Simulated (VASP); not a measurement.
# CuO (P4_2/mmc) in VASP: notebook, part 2 of 2

VASP 6.6.1.

**3. Single point, PBE+U**

INCAR

```
PREC = Accurate ; ENCUT = 520
EDIFF = 1E-7 ; ISMEAR = -1
SIGMA = 0.05 ; LREAL = F
LASPH = T ; NELM = 150
ALGO = Normal ; ISIF = 2
LWAVE = F ; LCHARG = F
LMAXMIX = 4 ; LDAU = T
LDAUTYPE = 2 ; LDAUL = 2 -1
LDAUU = 4 0 ; LDAUJ = 0 0
LDAUPRINT = 1 ; GGA = PE
NBANDS = 25
```

KPOINTS

```
regular mesh
0
Gamma
  8 8 6
```

POSCAR

```
CuO
1.0
    3.4220509700      0.0000000000      0.0000000000
    0.0000000000      3.4220509700      0.0000000000
    0.0000000000      0.0000000000      4.2604614800
Cu O
2 2
Direct
    0.0000000000      0.5000000000      0.0000000000
    0.5000000000      0.0000000000      0.5000000000
    0.0000000000      0.0000000000      0.2500000000
    0.0000000000      0.0000000000      0.7500000000
```

Potentials or basis: VASP PAW PBE potentials, release 64 (Cu, O).

Run with:

```bash
> cat potpaw_PBE.64/Cu/POTCAR potpaw_PBE.64/O/POTCAR > POTCAR
> mpirun -np 1 vasp_std > vasp.out
```

Run time: 1.9 min. Hardware: 1 thread of AMD EPYC 7R13, shared host; peak memory 0.17 GiB.

It converged, with:

| Quantity | Value |
| --- | --- |
| Free energy | -15.5707 eV |
| Pressure | -3.1 GPa |
| Band gap on the k mesh | zero (bands 17 and 18 overlap by 1.84 eV) |

Stress tensor (GPa, compression positive):
```
-13.82   0.00   0.00
  0.00 -13.82   0.00
  0.00   0.00  18.46
```

Levels at points of the mesh, in eV from the Fermi level:
```tsv
k point	band 13	band 14	band 15	band 16	band 17	band 18	band 19	band 20	band 21	band 22
(0.00, 0.00, 0.00)	-2.94	-2.94	-1.67	0.56	0.65	0.65	0.65	6.55	7.64	9.77
(0.50, 0.00, 0.00)	-2.67	-2.20	-2.18	-2.16	0.56	1.11	4.03	4.46	6.88	10.19
(0.50, 0.50, 0.00)	-2.95	-2.82	-2.02	-1.94	-1.94	1.26	1.45	8.25	8.25	9.31
(0.00, 0.00, 0.50)	-2.38	-2.38	-1.87	-1.87	-0.06	-0.06	2.44	2.44	10.21	10.21
(0.50, 0.00, 0.50)	-2.95	-2.88	-2.31	-2.25	-0.81	0.36	4.27	5.37	6.32	6.51
(0.50, 0.50, 0.50)	-2.21	-2.21	-2.04	-2.04	-1.20	-1.20	3.89	3.89	8.72	8.72
```

Eigenvalues of the final occupation matrices:
```
    site  spin  trace               eigenvalues
site 1 d     1   4.65  0.84 0.92 0.96 0.96 0.96
site 1 d     2   4.65  0.84 0.92 0.96 0.96 0.96
site 2 d     1   4.65  0.84 0.92 0.96 0.96 0.96
site 2 d     2   4.65  0.84 0.92 0.96 0.96 0.96
```

Caveat: the stress differs along the axes, from -14 to 18 GPa; U without spin polarisation on a metal has little footing.

**4. Single point, PBE+U**

INCAR

```
  ALGO = Normal
  EDIFF = 1E-6
  ENCUT = 520
  GGA = PE
  ISIF = 2
  ISMEAR = -1
  LASPH = T
  LCHARG = F
  LDAU = T
  LDAUJ = 0 0
  LDAUL = 2 -1
  LDAUPRINT = 1
  LDAUTYPE = 2
  LDAUU = 5 0
  LMAXMIX = 4
  LREAL = F
  LWAVE = F
  NBANDS = 25
  NELM = 150
  PREC = Accurate
  SIGMA = 0.05
```

KPOINTS

```
k-points
0
Gamma
  8 8 6
```

POSCAR is that of step 3.

Potentials or basis: VASP PAW PBE potentials, release 64 (Cu, O).

Run with:

```bash
> cat potpaw_PBE.64/Cu/POTCAR potpaw_PBE.64/O/POTCAR > POTCAR
> mpirun -np 1 vasp_std > vasp.out
```

OUTCAR:

```text
EDIFF = 1E-6
   ENCUT = 520
   GGA = PE
   ISIF = 2
   ISMEAR = -1
   LASPH = T
   LREAL = F
   NELM = 150
   PREC = Accurate

 ion  position               nearest neighbor table
   1  0.000  0.500  0.000-   3 2.02   4 2.02   3 2.02   4 2.02
   2  0.500  0.000  0.500-   3 2.02   4 2.02   3 2.02   4 2.02
   3  0.000  0.000  0.250-   1 2.02   2 2.02   1 2.02   2 2.02
   4  0.000  0.000  0.750-   1 2.02   2 2.02   1 2.02   2 2.02

  LATTYP: Found a simple tetragonal cell.
[... 942 lines left out ...]
  FORCE on cell =-STRESS in cart. coord.  units (eV):
  Direction    XX          YY          ZZ          XY          YZ          ZX
  --------------------------------------------------------------------------------------
  -------------------------------------------------------------------------------------
  Total       -4.2907906     -4.2907906      5.4551682      0.0000000      0.0000000      0.0000000
  in kB     -137.7901944   -137.7901944    175.1818615      0.0000000      0.0000000      0.0000000
  external PRESSURE =     -33.4661758 kB  Pullay stress =       0.0000000 kB

 VOLUME and BASIS-vectors are now :
 -----------------------------------------------------------------------------
  energy-cutoff  :      520.00
  volume of cell :       49.89
      direct lattice vectors                 reciprocal lattice vectors
     3.422050970  0.000000000  0.000000000     0.292222415  0.000000000  0.000000000
     0.000000000  3.422050970  0.000000000     0.000000000  0.292222415  0.000000000
     0.000000000  0.000000000  4.260461480     0.000000000  0.000000000  0.234716358

 POSITION                                       TOTAL-FORCE (eV/Angst)
 -----------------------------------------------------------------------------------
      0.00000      1.71103      0.00000        -0.000000      0.000000      0.000000
      1.71103      0.00000      2.13023        -0.000000      0.000000      0.000000
      0.00000      0.00000      1.06512         0.000000      0.000000      0.000000
      0.00000      0.00000      3.19535        -0.000000      0.000000     -0.000000
 -----------------------------------------------------------------------------------
    total drift:                                0.000000      0.000000      0.000000

  FREE ENERGIE OF THE ION-ELECTRON SYSTEM (eV)
  ---------------------------------------------------
  free  energy   TOTEN  =       -14.9607566774 eV

  energy  without entropy=      -14.9394992985  energy(sigma->0) =      -14.95012799
```

OSZICAR:

```text
N       E                     dE             d eps       ncg     rms          rms(c)
DAV:   1     0.308420509563E+03    0.30842E+03   -0.16359E+04  3040   0.207E+03
DAV:   2     0.227306692037E+02   -0.28569E+03   -0.26309E+03  3187   0.389E+02
DAV:   3    -0.172000095274E+02   -0.39931E+02   -0.37329E+02  3525   0.160E+02
DAV:   4    -0.187099690168E+02   -0.15100E+01   -0.14990E+01  3539   0.328E+01
DAV:   5    -0.187451053702E+02   -0.35136E-01   -0.35121E-01  3590   0.469E+00    0.150E+01
DAV:   6    -0.189254312794E+02   -0.18033E+00   -0.26445E+01  4184   0.141E+02    0.140E+01
DAV:   7    -0.148967061073E+02    0.40287E+01   -0.10474E+01  3782   0.962E+01    0.283E+00
DAV:   8    -0.149705625919E+02   -0.73856E-01   -0.14023E+00  4342   0.105E+01    0.111E+00
DAV:   9    -0.149608594335E+02    0.97032E-02   -0.53340E-02  4021   0.294E+00    0.306E-01
DAV:  10    -0.149605127947E+02    0.34664E-03   -0.62267E-03  4679   0.213E+00    0.100E-01
DAV:  11    -0.149607653977E+02   -0.25260E-03   -0.14936E-03  4308   0.875E-01    0.350E-02
DAV:  12    -0.149607625402E+02    0.28575E-05   -0.13811E-04  4336   0.412E-01    0.250E-02
DAV:  13    -0.149607560089E+02    0.65313E-05   -0.43332E-05  4401   0.198E-01    0.520E-03
DAV:  14    -0.149607566774E+02   -0.66857E-06   -0.67419E-06  3408   0.241E-02
   1 F= -.14960757E+02 E0= -.14950128E+02  d E =-.212574E-01
```

Run time: 1.7 min. Hardware: 1 thread of AMD EPYC 7R13, shared host; peak memory 0.17 GiB.

Results:

| Item | Value |
| --- | --- |
| Free energy | -14.9608 eV |
| Pressure | -3.3 GPa |
| Band gap on the k mesh | zero (bands 17 and 18 overlap by 1.86 eV) |

Stress tensor (GPa, compression positive):
```
-13.78   0.00   0.00
  0.00 -13.78   0.00
  0.00   0.00  17.52
```

Eigenvalues of the final occupation matrices:
| site | spin | trace | eigenvalues |
| --- | --- | --- | --- |
| site 1 d | 1 | 4.67 | 0.85 0.93 0.96 0.97 0.97 |
| site 1 d | 2 | 4.67 | 0.85 0.93 0.96 0.97 0.97 |
| site 2 d | 1 | 4.67 | 0.85 0.93 0.96 0.97 0.97 |
| site 2 d | 2 | 4.67 | 0.85 0.93 0.96 0.97 0.97 |

Caveat: the stress differs along the axes, from -14 to 18 GPa; U without spin polarisation on a metal has little footing.

**5. Summary**

```csv
U,gap on the mesh (eV),pressure (GPa)
Cu d U = 3.0 eV,none,-3.0
Cu d U = 4.0 eV,none,-3.1
Cu d U = 5.0 eV,none,-3.3
```

Alike in all rows: task single point; level PBE+U; potentials or basis VASP PAW PBE potentials, release 64 (Cu, O); no spin polarisation; cell as given; k mesh 8 × 8 × 6; cutoff (eV) 520; smearing fermi-dirac 0.05 eV.

Caveats: U without spin polarisation on a metal has little footing; the stress differs along the axes, from -14 to 18 GPa (at least some runs); the stress differs along the axes, from -14 to 19 GPa (at least some runs).

Absolute energies hang on the potentials; compare differences alone.
